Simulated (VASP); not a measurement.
Runs of VASP 6.6.1 on Rh. The structure is that of space group Fm-3m (No. 225), or close to it. The cells are those of the table. 

```tsv
task	cell	k mesh	cutoff (eV)	gap on the mesh (eV)	pressure (GPa)
single point	a = 2.691 Å, angles 60.0°, 1 atom	8 × 8 × 8	520	none	-10.2
relaxation of cell and atoms	relaxed from a = 2.691 Å, angles 60.0°, 1 atom	8 × 8 × 8	600	none	0.2
single point	a = 2.657 Å, angles 60.0°, 1 atom	8 × 8 × 8	520	none	1.0
relaxation of cell and atoms	relaxed from a = 2.657 Å, angles 60.0°, 1 atom	20 × 20 × 20	600	none	0.0
single point	a = 2.654 Å, angles 90.0, 60.0, 120.0°, 1 atom	15 × 15 × 16	520	none	(a)
```

Alike in all rows: level LDA; potentials or basis VASP PAW LDA potentials, release 64 (Rh_pv); no spin polarisation; smearing gaussian 0.1 eV.

Q: Estimate the missing entries.

A: (a) 0.9.

Caveats: some runs use coarse meshes; the relaxation stopped at its first step, so nothing moved (some runs).

A k mesh can miss the band edges, and the runs leave out spin-orbit coupling on Rh.

A gap of «none» marks levels without a gap at the run's occupations.
